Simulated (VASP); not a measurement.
# CsPbI2Br (Cmmm) in VASP: further runs, part 2 of 2

VASP 6.6.1. Earlier steps stand in the parts before.

### 4 Single point, PBE (strain +0.0050 x Voigt [0, 0, 0, 0, 0, 1])

The input, INCAR:

```
SYSTEM = CsPbI2Br
ALGO = Normal
EDIFF = 1E-6
ENCUT = 520
GGA = PE
ISIF = 2
ISMEAR = 0
LASPH = .TRUE.
LCHARG = .FALSE.
LREAL = .FALSE.
LWAVE = .FALSE.
NBANDS = 30
NELM = 100
PREC = Accurate
SIGMA = 0.05
```

The input, KPOINTS:

```
k-points
0
G
  4 4 6
  0 0 0
```

The input, POSCAR:

```
CsPbI2Br
1.0
    6.3752960000      0.0159382400      0.0000000000
    0.0159382400      6.3752960000      0.0000000000
    0.0000000000      0.0000000000      5.9622200000
Cs Pb I Br
1 1 2 1
Direct
    0.5000000000      0.5000000000      0.5000000000
    0.0000000000      0.0000000000      0.0000000000
    0.0000000000      0.5000000000      0.0000000000
    0.5000000000      0.0000000000      0.0000000000
    0.0000000000      0.0000000000      0.5000000000
```

Potentials or basis: VASP PAW PBE potentials, release 64 (Cs_sv, Pb_d, I, Br).

Started as:

```
$ cat potpaw_PBE.64/Cs_sv/POTCAR potpaw_PBE.64/Pb_d/POTCAR potpaw_PBE.64/I/POTCAR potpaw_PBE.64/Br/POTCAR > POTCAR
$ mpirun -np 1 vasp_std > vasp.out
```

OUTCAR:

```text
SYSTEM = CsPbI2Br
   EDIFF = 1E-6
   ENCUT = 520
   GGA = PE
   ISIF = 2
   ISMEAR = 0
   LASPH = .TRUE.
   LREAL = .FALSE.
   NELM = 100
   PREC = Accurate

 ion  position               nearest neighbor table
   1  0.500  0.500  0.500-
   2  0.000  0.000  0.000-   5 2.98   5 2.98   3 3.19   4 3.19   3 3.19   4 3.19
   3  0.000  0.500  0.000-   2 3.19   2 3.19
   4  0.500  0.000  0.000-   2 3.19   2 3.19
   5  0.000  0.000  0.500-   2 2.98   2 2.98

  LATTYP: Found a base centered orthorhombic cell.
 ALAT       =     8.9934899922
 B/A-ratio  =     1.0050125313
 C/A-ratio  =     0.6629484222

  Lattice vectors:

 A1 = (  -0.0159382400,  -6.3752960000,   0.0000000000)
 A2 = (   6.3752960000,   0.0159382400,   0.0000000000)
 A3 = (   0.0000000000,   0.0000000000,   5.9622200000)

Analysis of symmetry for initial positions (statically):
=====================================================================
 Subroutine PRICEL returns:
 Original cell was already a primitive cell.

 Routine SETGRP: Setting up the symmetry group for a
 base centered orthorhombic supercell.

 Subroutine GETGRP returns: Found  8 space group operations
 (whereof  8 operations were pure point group operations)
 out of a pool of  8 trial point group operations.

The static configuration has the point symmetry D_2h.

Analysis of symmetry for dynamics (positions and initial velocities):
=====================================================================
 Subroutine PRICEL returns:
 Original cell was already a primitive cell.

 Routine SETGRP: Setting up the symmetry group for a
 base centered orthorhombic supercell.

 Subroutine GETGRP returns: Found  8 space group operations
 (whereof  8 operations were pure point group operations)
 out of a pool of  8 trial point group operations.

The dynamic configuration has the point symmetry D_2h.

 Subroutine INISYM returns: Found  8 space group operations
 (whereof  8 operations are pure point group operations),
 and found     1 'primitive' translations

[... 121 lines left out ...]
  volume/ion in A,a.u.               =      48.47       327.06
  Fermi-wavevector in a.u.,A,eV,Ry     =   0.927023  1.751819 11.692455  0.859371
  Thomas-Fermi vector in A             =   2.053048
   LORBIT       =      0    0 simple, 1 ext, 2 COOP (PROOUT), +10 PAW based schemes
   GGA     = PE    functional components
   LHFCALC =     F    Hartree Fock is set to
   AEXX    =    0.0000 exact exchange contribution
   IVDW    =     0    specifies the selected vdW correction
   LEPSILON=     F    determine dielectric tensor
   LRPA    =     F    only Hartree local field effects (RPA)
 non-spin polarized calculation
 Gauss-broadening in eV      SIGMA  =   0.05
  energy-cutoff  :      520.00
  volume of cell :      242.33
 maximum number of plane-waves:      6566
   NGX = 23   NGY = 23   NGZ = 23

 number of electron      43.9999998 magnetization

 Free energy of the ion-electron system (eV)
  ---------------------------------------------------
  ext. energy  EPLUGINS =         0.00000000
  ---------------------------------------------------
  free energy    TOTEN  =       -14.63486355 eV

  energy without entropy =      -14.63486355  energy(sigma->0) =      -14.63486355

 E-fermi :   1.5374     XC(G=0):  -7.3152

 val. band max:        1.2449535642   @ k =   0.5000   0.5000   0.5000
 cond. band min:       2.7064657724   @ k =   0.5000   0.5000   0.5000
 fundamental gap:      1.4615122082
 Fermi energy:         1.5374383972

 k-point     1 :       0.0000    0.0000    0.0000
  band No.  band energies     occupation
      1     -20.1262      2.00000
      2     -15.4634      2.00000
      3     -15.4457      2.00000
      4     -15.3923      2.00000
      5     -15.3747      2.00000
      6     -15.3738      2.00000
[... 781 lines left out ...]
     29       7.0922      0.00000
     30       7.4276      0.00000

 [... further k-points ...]

------------------------ aborting loop because EDIFF is reached ----------------------------------------

  FORCE on cell =-STRESS in cart. coord.  units (eV):
  Direction    XX          YY          ZZ          XY          YZ          ZX
  --------------------------------------------------------------------------------------
  -------------------------------------------------------------------------------------
  Total        0.5574248      0.5574248      0.2757997     -0.0246230      0.0000000      0.0000000
  in kB        3.6854533      3.6854533      1.8234688     -0.1627966      0.0000000      0.0000000
  external PRESSURE =       3.0647918 kB  Pullay stress =       0.0000000 kB

 VOLUME and BASIS-vectors are now :
 -----------------------------------------------------------------------------
  energy-cutoff  :      520.00
  volume of cell :      242.33
      direct lattice vectors                 reciprocal lattice vectors
     6.375296000  0.015938240  0.000000000     0.156856442 -0.000392141  0.000000000
     0.015938240  6.375296000  0.000000000    -0.000392141  0.156856442  0.000000000
     0.000000000  0.000000000  5.962220000     0.000000000  0.000000000  0.167722761

 POSITION                                       TOTAL-FORCE (eV/Angst)
 -----------------------------------------------------------------------------------
      3.19562      3.19562      2.98111         0.000000      0.000000      0.000000
      0.00000      0.00000      0.00000        -0.000000      0.000000      0.000000
      0.00797      3.18765      0.00000        -0.000000      0.000000      0.000000
      3.18765      0.00797      0.00000         0.000000      0.000000      0.000000
      0.00000      0.00000      2.98111        -0.000000      0.000000      0.000000
 -----------------------------------------------------------------------------------
    total drift:                                0.000000     -0.000000      0.000000

  FREE ENERGIE OF THE ION-ELECTRON SYSTEM (eV)
  ---------------------------------------------------
  free  energy   TOTEN  =       -14.6348635497 eV

  energy  without entropy=      -14.6348635497  energy(sigma->0) =      -14.63486355
```

It took 2.3 min on 1 thread of Intel Xeon Platinum 8488C (Sapphire Rapids), shared host; peak memory 0.47 GiB.

What came out:

```yaml
Free_energy: -14.6349 eV
Pressure: 0.3 GPa
Band_gap_on_the_k_mesh: 1.46 eV, direct
```

Levels at points of the mesh, in eV from the valence-band top:
| k point | band 20 | band 21 | band 22 | band 23 | band 24 | band 25 |
| --- | --- | --- | --- | --- | --- | --- |
| (0.00, 0.00, 0.00) | -1.30 | -1.29 | -1.27 | 3.14 | 4.02 | 4.43 |
| (0.50, 0.00, 0.00) | -1.47 | -1.37 | -0.94 | 2.25 | 4.41 | 4.97 |
| (0.50, 0.50, 0.00) | -1.42 | -0.89 | -0.50 | 1.90 | 1.91 | 4.77 |
| (0.00, 0.00, 0.50) | -1.38 | -1.35 | -1.18 | 2.55 | 4.87 | 4.88 |
| (0.50, 0.00, 0.50) | -1.64 | -1.04 | -0.50 | 1.88 | 2.14 | 4.82 |
| (0.50, 0.50, 0.50) | -1.01 | -0.86 | 0.00 | 1.46 | 1.47 | 1.64 |

Caveat: the cell differs from its parent crystal (strain +0.0050 x Voigt [0, 0, 0, 0, 0, 1]); spin-orbit coupling is left out, which moves the levels of the heavy elements.

### 5 Summary

| cell | gap on the mesh (eV) | pressure (GPa) |
| --- | --- | --- |
| a = 6.375, b = 6.375, c = 5.962 Å, angles 90.0, 90.0, 89.1°, 5 atoms | 1.45 | 0.3 |
| a = 6.375, b = 6.375, c = 5.962 Å, angles 90.0, 90.0, 90.6°, 5 atoms | 1.46 | 0.3 |
| a = 6.375, b = 6.375, c = 5.962 Å, angles 90.0, 90.0, 89.7°, 5 atoms | 1.46 | 0.3 |

Alike in all rows: task single point; level PBE; potentials or basis VASP PAW PBE potentials, release 64 (Cs_sv, Pb_d, I, Br); no spin polarisation; k mesh 4 × 4 × 6; cutoff (eV) 520; smearing gaussian 0.05 eV.

Caveats: spin-orbit coupling is left out, which moves the levels of the heavy elements.

Total energies depend on the potentials used, so only differences within one code and one set of settings carry meaning.
